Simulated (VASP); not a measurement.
Input of a VASP 6.6.1 run:

The input INCAR:

```
PREC = Accurate
ENCUT = 520
EDIFF = 1E-6
ISMEAR = 0
SIGMA = 0.1
LREAL = F
LASPH = T
NELM = 100
ALGO = Normal
ISIF = 2
LWAVE = F
LCHARG = F
GGA = PE
NBANDS = 64
```

File KPOINTS:

```
regular mesh
0
Gamma
  6 6 6
```

File POSCAR:

```
Ge7Au
1.0
    5.7979506190      0.0000000000      0.0000000000
    0.0000000000      5.7979506190      0.0000000000
    0.0000000000      0.0000000000      5.7979506190
Ge Au
7 1
Direct
    0.2510173293      0.2510173293      0.2510173293
    0.0000000000      0.5000000000      0.5000000000
    0.5000000000      0.5000000000      0.0000000000
    0.5000000000      0.0000000000      0.5000000000
    0.7489826707      0.2510173293      0.7489826707
    0.7489826707      0.7489826707      0.2510173293
    0.2510173293      0.7489826707      0.7489826707
    0.0000000000      0.0000000000      0.0000000000
```

Potentials or basis: VASP PAW PBE potentials, release 64 (Ge_d, Au).

The run is started by

```sh
$ cat potpaw_PBE.64/Ge_d/POTCAR potpaw_PBE.64/Au/POTCAR > POTCAR
$ mpirun -np 1 vasp_std > vasp.out
```

Q: Estimate the band gap on the k mesh.

A: Zero (an odd number of electrons rules out a gap without spin polarisation).

Q: Predict the pressure.

A: 0.0 GPa.

Caveat: spin-orbit coupling is left out, which moves the levels of the heavy elements; an odd number of electrons without spin polarisation forces a metal; a magnetic or distorted state may lie lower.
